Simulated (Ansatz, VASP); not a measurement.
## Si in VASP and in Ansatz

INCAR

```
SYSTEM = Si
PREC     = Accurate       ! precision mode
ENCUT    = 520            ! plane-wave cutoff, eV
EDIFF    = 1E-7           ! SCF threshold, eV
ISMEAR   = 0              ! smearing method
SIGMA    = 0.03           ! smearing width, eV
LREAL    = .FALSE.        ! projectors in reciprocal space
LASPH    = .TRUE.         ! aspherical terms in the spheres
NELM     = 80             ! most SCF steps
ALGO     = Normal         ! electronic algorithm
ISIF     = 2              ! what is computed and relaxed
LWAVE    = .FALSE.        ! write WAVECAR
LCHARG   = .TRUE.         ! write CHGCAR
GGA      = PS             ! functional
LELF     = .TRUE.         ! ELF
LVHAR    = .TRUE.       
NBANDS   = 16             ! bands
```

File KPOINTS:

```
Automatic mesh
0
G
  12 12 12
  0 0 0
```

File POSCAR:

```
Si
1.0
   -3.3060111401      3.3060111401      1.8341749805
    3.3060111401     -3.3060111401      1.8341749805
    3.3060111401      3.3060111401     -1.8341749805
Si
4
Direct
    0.1787304307      0.1787304307      0.3574608614
    0.8212695693      0.8212695693      0.6425391386
    0.1787304307      0.8212695693      0.0000000000
    0.8212695693      0.1787304307      0.0000000000
```

Input for Ansatz:

```yaml
crystal:
  lattice:
    - [-3.3060111401, 3.3060111401, 1.8341749805]
    - [3.3060111401, -3.3060111401, 1.8341749805]
    - [3.3060111401, 3.3060111401, -1.8341749805]
  atoms:
    - { symbol: Si, position: [0.1787304307, 0.1787304307, 0.3574608614] }
    - { symbol: Si, position: [0.8212695693, 0.8212695693, 0.6425391386] }
    - { symbol: Si, position: [0.1787304307, 0.8212695693, 0.0] }
    - { symbol: Si, position: [0.8212695693, 0.1787304307, 0.0] }
basis:
  ecutwfc: 420
kpoints:
  mp_grid: { grid: [12, 12, 12] }
hamiltonian:
  xc: pbesol
  pseudopotentials: { kind: paw, azcp: { folder: soft_1 } }
scf:
  occupations: { method: gaussian, width: 0.03 }
output:
  forces: true
  stress: true
  eigenvalues: true
```

Alike in both runs: task single point; functional PBEsol; k mesh 12 × 12 × 12; occupations gaussian, width 0.03 eV; no spin polarisation.

```csv
,VASP,Ansatz
version,VASP 6.6.1,Ansatz 0.2.0
potentials or method,"VASP PAW PBE potentials, release 64 (Si), cutoff 520 eV","scalar-relativistic, plane waves, PAW"
valence electrons in the cell,16,16
```

```tsv
	VASP	Ansatz	Ansatz less VASP
gap on the k mesh at the Fermi level (eV)	0.04	0.04	+0.009
least direct gap on the mesh (eV)	0.74	0.75	+0.006
pressure (GPa)	5.8	5.7	-0.13
traceless stress, the component that is largest in VASP (GPa)	5.71	5.69	-0.021
rms of the force components (eV/Å)	0.273	0.273	-0.0003
```

VASP's potentials were made for PBE, not for PBEsol, and Ansatz warns of the same on its side. Atom by atom the forces differ by 0.000 eV/Å (rms over components). With one functional, cell and mesh, what is left measures potentials, basis and numerics.
